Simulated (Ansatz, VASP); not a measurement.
# AlN in VASP and in Ansatz

```
CELL_PARAMETERS angstrom
3.31212 0.00000 0.00000
-1.65606 2.86838 0.00000
0.00000 0.00000 4.18756
ATOMIC_POSITIONS crystal
Al 0.66667 0.33333 0.25000
Al 0.33333 0.66667 0.75000
N 0.66667 0.33333 0.75000
N 0.33333 0.66667 0.25000
```

Alike in both runs: task single point; functional r2SCAN; k mesh 9 × 9 × 7; occupations fermi-dirac, width 0.05 eV; no spin polarisation.

```csv
,VASP,Ansatz
version,VASP 6.6.1,Ansatz 0.2.0
potentials or method,"VASP PAW PBE potentials, release 64 (Al, N)",Ansatz PAW
plane-wave cutoff (eV),520,500
valence electrons in the cell,16,16
```

VASP gave:

* gap on the k mesh at the Fermi level (eV): 3.86
* least direct gap on the mesh (eV): 3.86
* pressure (GPa): -5.6
* traceless stress, the component that is largest in VASP (GPa): -0.36

Task: What did Ansatz give for the same quantities?

Result: gap on the k mesh at the Fermi level (eV): 3.83; least direct gap on the mesh (eV): 3.83; pressure (GPa): -5.1; traceless stress, the component that is largest in VASP (GPa): -0.13.

VASP's potentials were made for PBE, not for r2SCAN. The functional is the same, so the differences come from potentials, cutoffs and numerics.

Noted on Ansatz's run: odd divisions of the mesh miss points on the zone boundary, where band edges often lie, so the gap on the mesh can be too wide.
